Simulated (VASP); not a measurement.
# GdN (Fm-3m) in VASP: single point with PBEsol

Aim: the single point of GdN with PBEsol.

Program: VASP 6.6.1. These are calculated values, not measurements. Logs are shortened: lines on timing, memory, paths and dates and some standing lists are left out, and cuts for length are marked.

## Step 1: The cell of the first run

It takes space group Fm-3m (No. 225, cubic). Conventional cell: a = 4.999 Å, b = 4.999 Å, c = 4.999 Å, α = 90.00°, β = 90.00°, γ = 90.00°. Gd (site symmetry m-3m) has 6 N at 2.50 Å within 3.3 Å. N (site symmetry m-3m) has 6 Gd at 2.50 Å within 3.3 Å.

## Step 2: Single point, PBEsol, collinear spin, ferromagnetic start

INCAR reads:

```
PREC = Accurate ; ENCUT = 520
EDIFF = 1E-6 ; ISMEAR = 0
SIGMA = 0.05 ; LREAL = False
LASPH = True ; NELM = 150
ALGO = Normal ; ISIF = 2
LWAVE = False ; LCHARG = False
ISPIN = 2 ; MAGMOM = 7 7 0 0
LORBIT = 11 ; LMAXMIX = 6
GGA = PS ; NBANDS = 35
```

KPOINTS reads:

```
regular mesh
0
Gamma
  7 7 7
```

POSCAR reads:

```
GdN
1.0
    0.0000000000      2.4994985700      2.4994985700
    4.9989971400      2.4994985700      2.4994985700
    4.9989971400      4.9989971400      0.0000000000
Gd N
2 2
Direct
    0.5000000000      0.5000000000      0.0000000000
    0.5000000000      0.5000000000      0.5000000000
    0.0000000000      0.0000000000      0.0000000000
    0.0000000000      0.0000000000      0.5000000000
```

Potentials or basis: VASP PAW PBE potentials, release 64 (Gd, N).

Run with:

```console
cat potpaw_PBE.64/Gd/POTCAR potpaw_PBE.64/N/POTCAR > POTCAR
mpirun -np 1 vasp_std > vasp.out
```

OUTCAR:

```text
PREC = Accurate
   ENCUT = 520
   EDIFF = 1E-6
   ISMEAR = 0
   LREAL = False
   LASPH = True
   NELM = 150
   ISIF = 2
   ISPIN = 2
   LORBIT = 11
   GGA = PS

 ion  position               nearest neighbor table
   1  0.500  0.500  0.000-   4 2.50   3 2.50   4 2.50   3 2.50   4 2.50   4 2.50   2 3.53   2 3.53
                             2 3.53   2 3.53   2 3.53   2 3.53   2 3.53   2 3.53
   2  0.500  0.500  0.500-   3 2.50   3 2.50   4 2.50   4 2.50   3 2.50   3 2.50   1 3.53   1 3.53
                             1 3.53   1 3.53   1 3.53   1 3.53   1 3.53   1 3.53
   3  0.000  0.000  0.000-   2 2.50   1 2.50   2 2.50   1 2.50   2 2.50   2 2.50
   4  0.000  0.000  0.500-   1 2.50   1 2.50   2 2.50   2 2.50   1 2.50   1 2.50

  LATTYP: Found a simple tetragonal cell.
 ALAT       =     3.5348247768
 C/A-ratio  =     1.4142135624

  Lattice vectors:

 A1 = (   0.0000000000,  -2.4994985700,   2.4994985700)
 A2 = (   0.0000000000,  -2.4994985700,  -2.4994985700)
 A3 = (   4.9989971400,   0.0000000000,   0.0000000000)

Analysis of symmetry for initial positions (statically):
=====================================================================
 Subroutine PRICEL returns following result:

  LATTYP: Found a face centered cubic cell.
 ALAT       =     4.9989971400
[... 12 lines left out ...]
 Subroutine GETGRP returns: Found 16 space group operations
 (whereof 16 operations were pure point group operations)
 out of a pool of 16 trial point group operations.

The static configuration has the point symmetry D_4h.

Analysis of symmetry for dynamics (positions and initial velocities):
=====================================================================
 Subroutine PRICEL returns following result:

  LATTYP: Found a face centered cubic cell.
 ALAT       =     4.9989971400
[... 12 lines left out ...]
 Subroutine GETGRP returns: Found 16 space group operations
 (whereof 16 operations were pure point group operations)
 out of a pool of 16 trial point group operations.

The dynamic configuration has the point symmetry D_4h.

Analysis of structural, dynamic, and magnetic symmetry:
=====================================================================
 Subroutine PRICEL returns following result:

  LATTYP: Found a face centered cubic cell.
 ALAT       =     4.9989971400
[... 12 lines left out ...]
 Subroutine GETGRP returns: Found 16 space group operations
 (whereof 16 operations were pure point group operations)
 out of a pool of 16 trial point group operations.

The overall configuration has the point symmetry D_4h.

[... 129 lines left out ...]
 spin polarized calculation
 Gauss-broadening in eV      SIGMA  =   0.05
  energy-cutoff  :      520.00
  volume of cell :       62.46
 maximum number of plane-waves:      1715
 NGX is ok and might be reduce to    28
   NGX = 13   NGY = 23   NGZ = 27

 number of electron      45.9999998 magnetization       9.6159528

 number of electron      45.9999999 magnetization      13.9999996

 Free energy of the ion-electron system (eV)
  ---------------------------------------------------
  ext. energy  EPLUGINS =         0.00000000
  ---------------------------------------------------
  free energy    TOTEN  =       -48.08870787 eV

  energy without entropy =      -48.08846996  energy(sigma->0) =      -48.08858891

 E-fermi :   3.6311     XC(G=0): -11.7555

 val. band max:        3.6179991216   @ k =   0.0000   0.0000   0.1429
 cond. band min:       3.8000419610   @ k =   0.0000   0.1429   0.1429
 fundamental gap:      0.1820428394
 Fermi energy:         3.6310901828

 spin component 1

 k-point     1 :       0.0000    0.0000    0.0000
  band No.  band energies     occupation
      1     -40.0193      1.00000
      2     -39.9007      1.00000
      3     -17.9087      1.00000
      4     -17.3713      1.00000
      5     -17.3713      1.00000
      6     -17.0316      1.00000
[... 901 lines left out ...]
     34       7.5035      0.00000
     35       8.4698      0.00000

 [... further k-points ...]

 spin component 2

 k-point     1 :       0.0000    0.0000    0.0000
  band No.  band energies     occupation
      1     -36.9375      1.00000
      2     -36.7838      1.00000
      3     -15.8618      1.00000
      4     -15.1952      1.00000
      5     -15.1952      1.00000
      6     -14.7747      1.00000
[... 901 lines left out ...]
     34       8.4585      0.00000
     35       8.9904      0.00000

 [... further k-points ...]

------------------------ aborting loop because EDIFF is reached ----------------------------------------

  FORCE on cell =-STRESS in cart. coord.  units (eV):
  Direction    XX          YY          ZZ          XY          YZ          ZX
  --------------------------------------------------------------------------------------
  -------------------------------------------------------------------------------------
  Total       -2.5752856     -2.5544834     -2.5544834      0.0000000      0.0000000     -0.0000000
  in kB      -66.0567667    -65.5231836    -65.5231836      0.0000000      0.0000000     -0.0000000
  external PRESSURE =     -65.7010446 kB  Pullay stress =       0.0000000 kB

 VOLUME and BASIS-vectors are now :
 -----------------------------------------------------------------------------
  energy-cutoff  :      520.00
  volume of cell :       62.46
      direct lattice vectors                 reciprocal lattice vectors
     0.000000000  2.499498570  2.499498570    -0.200040122  0.200040122  0.200040122
     4.998997140  2.499498570  2.499498570     0.200040122 -0.200040122  0.200040122
     4.998997140  4.998997140  0.000000000     0.000000000  0.200040122 -0.200040122

 POSITION                                       TOTAL-FORCE (eV/Angst)
 -----------------------------------------------------------------------------------
      2.49950      2.49950      2.49950        -0.000000      0.000000     -0.000000
      4.99900      4.99900      2.49950         0.000000     -0.000000      0.000000
      0.00000      0.00000      0.00000         0.000000     -0.000000      0.000000
      2.49950      2.49950      0.00000         0.000000     -0.000000      0.000000
 -----------------------------------------------------------------------------------
    total drift:                                0.000000      0.000000      0.000000

  FREE ENERGIE OF THE ION-ELECTRON SYSTEM (eV)
  ---------------------------------------------------
  free  energy   TOTEN  =       -48.0887078687 eV

  energy  without entropy=      -48.0884699585  energy(sigma->0) =      -48.08858891

 total charge

# of ion       s       p       d       f       tot
--------------------------------------------------
    1        2.031   5.641   0.532   6.996  15.200
    2        2.031   5.641   0.532   6.996  15.200
    3        1.243   2.361   0.000   0.000   3.604
    4        1.243   2.361   0.000   0.000   3.604
--------------------------------------------------
tot          6.549  16.004   1.064  13.991  37.607

 magnetization (x)

# of ion       s       p       d       f       tot
--------------------------------------------------
    1       -0.004  -0.071   0.084   6.805   6.813
    2       -0.004  -0.071   0.084   6.805   6.813
    3       -0.007  -0.080   0.000   0.000  -0.087
    4       -0.007  -0.080   0.000   0.000  -0.087
--------------------------------------------------
tot         -0.023  -0.301   0.167  13.609  13.452
```

stdout:

```text
POSCAR found type information on POSCAR GdN
 POSCAR found :  2 types and       4 ions
 scaLAPACK will be used
 -----------------------------------------------------------------------------
|                                                                             |
|                                                                             |
|     You enforced a specific xc type in the INCAR file but a different       |
|     I HOPE YOU KNOW WHAT YOU ARE DOING!                                     |
|                                                                             |
 -----------------------------------------------------------------------------

 LDA part: xc-table for (Slater+PW92), standard interpolation
 POSCAR, INCAR and KPOINTS ok, starting setup
 FFT: planning ... GRIDC
 FFT: planning ... GRID_SOFT
 FFT: planning ... GRID
 WAVECAR not read
 entering main loop
```

It took 71 min on 1 thread of Intel Xeon 8259CL, shared host; peak memory 0.37 GiB.

Results:

* Free energy: -48.0887 eV
* Pressure: -6.6 GPa
* Band gap on the k mesh: zero (filled and empty bands overlap)
* Net moment: 14.00 μB per cell
* Site moments: Gd +6.81; N -0.09 μB
* Valence electrons inside the program's atomic spheres: Gd 15.20; N 3.60

Levels at points of the mesh, in eV from the Fermi level:
Spin up:
```tsv
k point	band 27	band 28	band 29	band 30	band 31	band 32	band 33	band 34
(0.00, 0.00, 0.00)	-0.13	-0.13	0.33	0.33	0.33	2.51	2.51	2.51
```
Spin down:
```csv
k point,band 12,band 13,band 14,band 15,band 16,band 17,band 18,band 19,band 20,band 21
"(0.00, 0.00, 0.00)",-0.79,-0.79,-0.79,-0.75,-0.75,0.24,1.73,2.01,2.07,2.12
```

Caveat: the cell stands under tension; the PAW data sets were made with another functional, which shifts forces and pressure a little; spin-orbit coupling is left out, which moves the levels of the heavy elements; semilocal functionals describe open f shells poorly, which spoils levels, moments and volumes. The state reached can hang on the start; a lower one may exist.

The gap in the log of VASP goes by the Fermi energy; the results here count the filled bands.